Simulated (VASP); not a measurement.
A run of VASP 6.6.1 is set up as follows.

File INCAR:

```
SYSTEM = SnO
ALGO = Normal
DIPOL = 0.5 0.5 0.399
EDIFF = 1E-6
ENCUT = 520
GGA = PE
IDIPOL = 3
ISIF = 2
ISMEAR = 0
IVDW = 12
LASPH = .TRUE.
LCHARG = .FALSE.
LDIPOL = .TRUE.
LREAL = .FALSE.
LWAVE = .FALSE.
NBANDS = 50
NELM = 60
PREC = Accurate
SIGMA = 0.05
```

File KPOINTS:

```
k-points
0
G
  7 7 1
  0 0 0
```

File POSCAR:

```
SnO
1.0
    3.8201528543      0.0002954551      0.0000000000
   -0.0003145191      3.8201528528      0.0000000000
    0.0000000000      0.0000000000     22.2260743460
Sn O
4 4
Direct
    0.9999452911      0.9999452911      0.2024649036
    0.4999452911      0.4999452911      0.3087831466
    0.8332786245      0.4999452911      0.4896517938
    1.3332786245      0.9999452911      0.5959700368
    0.9999461074      0.4999461074      0.2556240251
    0.4999461074      0.9999461074      0.2556240251
    0.8332778082      0.9999444748      0.5428109153
    1.3332778082      0.4999444748      0.5428109153
```

Potentials or basis: VASP PAW PBE potentials, release 64 (Sn_d, O).

Command:

```sh
$ cat potpaw_PBE.64/Sn_d/POTCAR potpaw_PBE.64/O/POTCAR > POTCAR
$ mpirun -np 1 vasp_std > vasp.out
```

(1) What does it give for the band gap on the k mesh?

(2) What does it give for the largest force?

(3) What does it give for the dispersion energy per atom?

Answers

(1) 2.32 eV (least direct gap 2.52 eV).

(2) 0.090 eV/Å.

(3) -0.157 eV.

Caveat: the cell differs from its parent crystal (layers slid over each other); spin-orbit coupling is left out, which moves the levels of the heavy elements.
